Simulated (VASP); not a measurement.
# Cu (Fm-3m) in VASP: a series of runs, part 2 of 2

VASP 6.6.1.

### 3 Single point, LDA

The input, INCAR:

```
ALGO     = Normal         # electronic algorithm
EDIFF    = 1E-6           # SCF threshold, eV
ENCUT    = 520            # plane-wave cutoff, eV
GGA      = CA             # functional
ISIF     = 2              # what is computed and relaxed
ISMEAR   = -1             # smearing method
LASPH    = True           # aspherical terms in the spheres
LCHARG   = False          # write CHGCAR
LREAL    = False          # projectors in reciprocal space
LWAVE    = False          # write WAVECAR
NBANDS   = 12             # bands
NELM     = 100            # most SCF steps
PREC     = Accurate       # precision mode
SIGMA    = 0.1            # smearing width, eV
```

The input, KPOINTS:

```
k-points
0
Gamma
  11 11 11
```

The input, POSCAR:

```
Cu
1.0
    0.0000000000      1.7887150000      1.7887150000
    1.7887150000      0.0000000000      1.7887150000
    1.7887150000      1.7887150000      0.0000000000
Cu
1
Direct
    0.0000000000      0.0000000000      0.0000000000
```

Potentials or basis: VASP PAW LDA potentials, release 64 (Cu).

Command:

```bash
$ cat potpaw_LDA.64/Cu/POTCAR > POTCAR
$ mpirun -np 1 vasp_std > vasp.out
```

OUTCAR:

```text
EDIFF = 1E-6
   ENCUT = 520
   GGA = CA
   ISIF = 2
   ISMEAR = -1
   LASPH = True
   LREAL = False
   NELM = 100
   PREC = Accurate

 ion  position               nearest neighbor table
   1  0.000  0.000  0.000-

  LATTYP: Found a face centered cubic cell.
 ALAT       =     3.5774300000

  Lattice vectors:

 A1 = (   0.0000000000,   1.7887150000,   1.7887150000)
 A2 = (   1.7887150000,   0.0000000000,   1.7887150000)
 A3 = (   1.7887150000,   1.7887150000,   0.0000000000)

Analysis of symmetry for initial positions (statically):
=====================================================================
 Subroutine PRICEL returns:
 Original cell was already a primitive cell.

 Routine SETGRP: Setting up the symmetry group for a
 face centered cubic supercell.

 Subroutine GETGRP returns: Found 48 space group operations
 (whereof 48 operations were pure point group operations)
 out of a pool of 48 trial point group operations.

The static configuration has the point symmetry O_h .

Analysis of symmetry for dynamics (positions and initial velocities):
=====================================================================
 Subroutine PRICEL returns:
 Original cell was already a primitive cell.

 Routine SETGRP: Setting up the symmetry group for a
[... 157 lines left out ...]

 k-point     1 :       0.0000    0.0000    0.0000
  band No.  band energies     occupation
      1      -1.8521      2.00000
      2       4.5601      2.00000
      3       4.5601      2.00000
      4       4.5601      2.00000
      5       5.4390      2.00000
      6       5.4390      2.00000
      7      30.6701      0.00000
      8      33.3807      0.00000
      9      33.3807      0.00000
     10      33.3807      0.00000
     11      35.9414      0.00000
     12      35.9414      0.00000
[... 331 lines left out ...]
 k-point    24 :      -0.1818    0.1818    0.0000
  band No.  band energies     occupation
      1       1.1227      2.00000
      2       4.0778      2.00000
      3       4.6275      2.00000
      4       5.0792      2.00000
      5       5.1010      2.00000
      6       6.1071      2.00000
      7      21.3439      0.00000
      8      22.0999      0.00000
      9      32.2291      0.00000
     10      32.5054      0.00000
     11      35.4023      0.00000
     12      37.6639      0.00000

 [... further k-points ...]
[... 5 lines left out ...]
  --------------------------------------------------------------------------------------
  -------------------------------------------------------------------------------------
  Total       -0.5526029     -0.5526029     -0.5526029      0.0000000      0.0000000     -0.0000000
  in kB      -77.3517792    -77.3517792    -77.3517792      0.0000000      0.0000000     -0.0000000
  external PRESSURE =     -77.3517792 kB  Pullay stress =       0.0000000 kB

 VOLUME and BASIS-vectors are now :
 -----------------------------------------------------------------------------
  energy-cutoff  :      520.00
  volume of cell :       11.45
      direct lattice vectors                 reciprocal lattice vectors
     0.000000000  1.788715000  1.788715000    -0.279530277  0.279530277  0.279530277
     1.788715000  0.000000000  1.788715000     0.279530277 -0.279530277  0.279530277
     1.788715000  1.788715000  0.000000000     0.279530277  0.279530277 -0.279530277

 POSITION                                       TOTAL-FORCE (eV/Angst)
 -----------------------------------------------------------------------------------
      0.00000      0.00000      0.00000         0.000000      0.000000     -0.000000
 -----------------------------------------------------------------------------------
    total drift:                                0.000000      0.000000      0.000000

  FREE ENERGIE OF THE ION-ELECTRON SYSTEM (eV)
  ---------------------------------------------------
  free  energy   TOTEN  =        -4.7044227298 eV

  energy  without entropy=       -4.6970852885  energy(sigma->0) =       -4.70075401
```

OSZICAR:

```text
N       E                     dE             d eps       ncg     rms          rms(c)
DAV:   1     0.421304269338E+02    0.42130E+02   -0.53690E+03  1476   0.162E+03
DAV:   2    -0.435901839851E+01   -0.46489E+02   -0.42826E+02  1388   0.208E+02
DAV:   3    -0.570029808047E+01   -0.13413E+01   -0.13340E+01  1572   0.409E+01
DAV:   4    -0.570899411175E+01   -0.86960E-02   -0.86951E-02  1548   0.290E+00
DAV:   5    -0.570907602649E+01   -0.81915E-04   -0.81914E-04  1624   0.284E-01    0.802E+00
DAV:   6    -0.512165860478E+01    0.58742E+00   -0.15722E+01  1624   0.775E+01    0.406E+00
DAV:   7    -0.472028603595E+01    0.40137E+00   -0.24616E+00  1608   0.308E+01    0.580E-01
DAV:   8    -0.470624319923E+01    0.14043E-01   -0.59574E-03  1596   0.124E+00    0.312E-01
DAV:   9    -0.470441008966E+01    0.18331E-02   -0.90908E-03  1656   0.165E+00    0.146E-02
DAV:  10    -0.470442051142E+01   -0.10422E-04   -0.24961E-05  1704   0.721E-02    0.493E-03
DAV:  11    -0.470442272739E+01   -0.22160E-05   -0.57351E-07  1160   0.102E-02    0.463E-04
DAV:  12    -0.470442272979E+01   -0.23999E-08   -0.61372E-08   836   0.294E-03
   1 F= -.47044227E+01 E0= -.47007540E+01  d E =-.733744E-02
```

stdout:

```text
POSCAR found type information on POSCAR Cu
 POSCAR found :  1 types and       1 ions
 scaLAPACK will be used
 LDA part: xc-table for (Slater(with rela. corr.)+CA(PZ))
 , standard interpolation
 POSCAR, INCAR and KPOINTS ok, starting setup
 FFT: planning ... GRIDC
 FFT: planning ... GRID_SOFT
 FFT: planning ... GRID
 WAVECAR not read
 entering main loop
```

It took 3.3 s on 1 thread of Intel Xeon 6975P-C (Granite Rapids), shared host; peak memory 0.12 GiB.

What came out:

```
Free energy : -4.7044 eV
Pressure    : -7.7 GPa
```

Levels at points of the mesh, in eV from the Fermi level:
| k point | band 2 | band 3 | band 4 | band 5 | band 6 | band 7 | band 8 | band 9 | band 10 | band 11 |
| --- | --- | --- | --- | --- | --- | --- | --- | --- | --- | --- |
| (0.00, 0.00, 0.00) | -3.26 | -3.26 | -3.26 | -2.38 | -2.38 | 22.85 | 25.56 | 25.56 | 25.56 | 28.12 |

### 4 Single point, PBE

The input, INCAR:

```
SYSTEM = Cu
ALGO = Normal
EDIFF = 1E-7
ENCUT = 520
GGA = PE
ISIF = 2
ISMEAR = -1
LASPH = .TRUE.
LCHARG = .FALSE.
LREAL = .FALSE.
LWAVE = .FALSE.
NBANDS = 12
NELM = 80
PREC = Accurate
SIGMA = 0.1
```

The input, KPOINTS:

```
k-points
0
G
  11 11 11
  0 0 0
```

POSCAR is that of step 3.

Potentials or basis: VASP PAW PBE potentials, release 64 (Cu).

Command:

```bash
$ cat potpaw_PBE.64/Cu/POTCAR > POTCAR
$ mpirun -np 1 vasp_std > vasp.out
```

OUTCAR:

```text
SYSTEM = Cu
   EDIFF = 1E-7
   ENCUT = 520
   GGA = PE
   ISIF = 2
   ISMEAR = -1
   LASPH = .TRUE.
   LREAL = .FALSE.
   NELM = 80
   PREC = Accurate

 ion  position               nearest neighbor table
   1  0.000  0.000  0.000-

  LATTYP: Found a face centered cubic cell.
 ALAT       =     3.5774300000

  Lattice vectors:

 A1 = (   0.0000000000,   1.7887150000,   1.7887150000)
 A2 = (   1.7887150000,   0.0000000000,   1.7887150000)
 A3 = (   1.7887150000,   1.7887150000,   0.0000000000)

Analysis of symmetry for initial positions (statically):
=====================================================================
 Subroutine PRICEL returns:
 Original cell was already a primitive cell.

 Routine SETGRP: Setting up the symmetry group for a
 face centered cubic supercell.

 Subroutine GETGRP returns: Found 48 space group operations
 (whereof 48 operations were pure point group operations)
 out of a pool of 48 trial point group operations.

The static configuration has the point symmetry O_h .

Analysis of symmetry for dynamics (positions and initial velocities):
=====================================================================
 Subroutine PRICEL returns:
[... 159 lines left out ...]
 Fermi energy:         8.0744884423

 k-point     1 :       0.0000    0.0000    0.0000
  band No.  band energies     occupation
      1      -1.6125      2.00000
      2       4.8489      2.00000
      3       4.8489      2.00000
      4       4.8489      2.00000
      5       5.7115      2.00000
      6       5.7115      2.00000
      7      30.8250      0.00000
      8      33.7144      0.00000
      9      33.7144      0.00000
     10      33.7144      0.00000
     11      36.2342      0.00000
     12      36.2342      0.00000
[... 331 lines left out ...]
 k-point    24 :      -0.1818    0.1818    0.0000
  band No.  band energies     occupation
      1       1.3676      2.00000
      2       4.3639      2.00000
      3       4.9075      2.00000
      4       5.3640      2.00000
      5       5.3747      2.00000
      6       6.3773      2.00000
      7      21.5986      0.00000
      8      22.3735      0.00000
      9      32.4535      0.00000
     10      32.8416      0.00000
     11      35.6351      0.00000
     12      37.9682      0.00000

 [... further k-points ...]
[... 5 lines left out ...]
  --------------------------------------------------------------------------------------
  -------------------------------------------------------------------------------------
  Total        0.5106481      0.5106481      0.5106481     -0.0000000      0.0000000      0.0000000
  in kB       71.4790714     71.4790714     71.4790714     -0.0000000      0.0000000      0.0000000
  external PRESSURE =      71.4790714 kB  Pullay stress =       0.0000000 kB

 VOLUME and BASIS-vectors are now :
 -----------------------------------------------------------------------------
  energy-cutoff  :      520.00
  volume of cell :       11.45
      direct lattice vectors                 reciprocal lattice vectors
     0.000000000  1.788715000  1.788715000    -0.279530277  0.279530277  0.279530277
     1.788715000  0.000000000  1.788715000     0.279530277 -0.279530277  0.279530277
     1.788715000  1.788715000  0.000000000     0.279530277  0.279530277 -0.279530277

 POSITION                                       TOTAL-FORCE (eV/Angst)
 -----------------------------------------------------------------------------------
      0.00000      0.00000      0.00000         0.000000      0.000000     -0.000000
 -----------------------------------------------------------------------------------
    total drift:                                0.000000      0.000000      0.000000

  FREE ENERGIE OF THE ION-ELECTRON SYSTEM (eV)
  ---------------------------------------------------
  free  energy   TOTEN  =        -3.7244006820 eV

  energy  without entropy=       -3.7171453853  energy(sigma->0) =       -3.72077303
```

OSZICAR:

```text
N       E                     dE             d eps       ncg     rms          rms(c)
DAV:   1     0.432212690419E+02    0.43221E+02   -0.54032E+03  1460   0.159E+03
DAV:   2    -0.330622419217E+01   -0.46527E+02   -0.42723E+02  1380   0.208E+02
DAV:   3    -0.463570704661E+01   -0.13295E+01   -0.13221E+01  1576   0.404E+01
DAV:   4    -0.464403863321E+01   -0.83316E-02   -0.83308E-02  1524   0.284E+00
DAV:   5    -0.464411213281E+01   -0.73500E-04   -0.73498E-04  1636   0.270E-01    0.775E+00
DAV:   6    -0.408369173330E+01    0.56042E+00   -0.14135E+01  1612   0.719E+01    0.375E+00
DAV:   7    -0.373802902820E+01    0.34566E+00   -0.21681E+00  1624   0.280E+01    0.615E-01
DAV:   8    -0.372578059096E+01    0.12248E-01   -0.42631E-03  1548   0.827E-01    0.279E-01
DAV:   9    -0.372439743965E+01    0.13832E-02   -0.82372E-03  1692   0.159E+00    0.270E-02
DAV:  10    -0.372440195747E+01   -0.45178E-05   -0.30096E-05  1920   0.844E-02    0.872E-03
DAV:  11    -0.372440058629E+01    0.13712E-05   -0.11883E-06  1704   0.203E-02    0.228E-04
DAV:  12    -0.372440068200E+01   -0.95700E-07   -0.11209E-08   892   0.113E-03
   1 F= -.37244007E+01 E0= -.37207730E+01  d E =-.725530E-02
```

stdout:

```text
POSCAR found type information on POSCAR Cu
 POSCAR found :  1 types and       1 ions
 scaLAPACK will be used
 LDA part: xc-table for (Slater+PW92), standard interpolation
 POSCAR, INCAR and KPOINTS ok, starting setup
 FFT: planning ... GRIDC
 FFT: planning ... GRID_SOFT
 FFT: planning ... GRID
 WAVECAR not read
 entering main loop
```

Wall time 3.7 s (1 thread of Intel Xeon 6975P-C (Granite Rapids), shared host); peak memory 0.12 GiB.

Results:

```yaml
Free_energy: -3.7244 eV
Pressure: 7.1 GPa
```
